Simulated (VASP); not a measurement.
Here is a VASP 6.6.1 calculation.

File INCAR:

```
SYSTEM = GePt
  ALGO = Normal
  EDIFF = 1E-7
  ENCUT = 520
  GGA = PE
  ISIF = 2
  ISMEAR = 0
  LASPH = .True.
  LCHARG = .True.
  LELF = .True.
  LREAL = .False.
  LVHAR = .True.
  LWAVE = .False.
  NBANDS = 58
  NELM = 100
  PREC = Accurate
  SIGMA = 0.1
```

Contents of KPOINTS:

```
k-points
0
Gamma
  4 6 4
  0 0 0
```

File POSCAR:

```
GePt
1.0
    5.7320000000      0.0000000000      0.0000000000
    0.0000000000      3.7010000000      0.0000000000
    0.0000000000      0.0000000000      6.0880000000
Ge Pt
4 4
Direct
    0.8050000000      0.7500000000      0.5900000000
    0.1950000000      0.2500000000      0.4100000000
    0.6950000000      0.2500000000      0.0900000000
    0.3050000000      0.7500000000      0.9100000000
    0.9900000000      0.7500000000      0.1950000000
    0.0100000000      0.2500000000      0.8050000000
    0.5100000000      0.2500000000      0.6950000000
    0.4900000000      0.7500000000      0.3050000000
```

Potentials or basis: VASP PAW PBE potentials, release 64 (Ge_d, Pt).

Launch:

```console
$ cat potpaw_PBE.64/Ge_d/POTCAR potpaw_PBE.64/Pt/POTCAR > POTCAR
$ mpirun -np 1 vasp_std > vasp.out
```

(1) Predict the band gap on the k mesh.

(2) Estimate the largest force.

Results:

(1) zero (band 48 reaches 10.51 eV, above the bottom of band 49 at 9.38 eV).

(2) 0.470 eV/Å.

Caveat: spin-orbit coupling is left out, which moves the levels of the heavy elements.
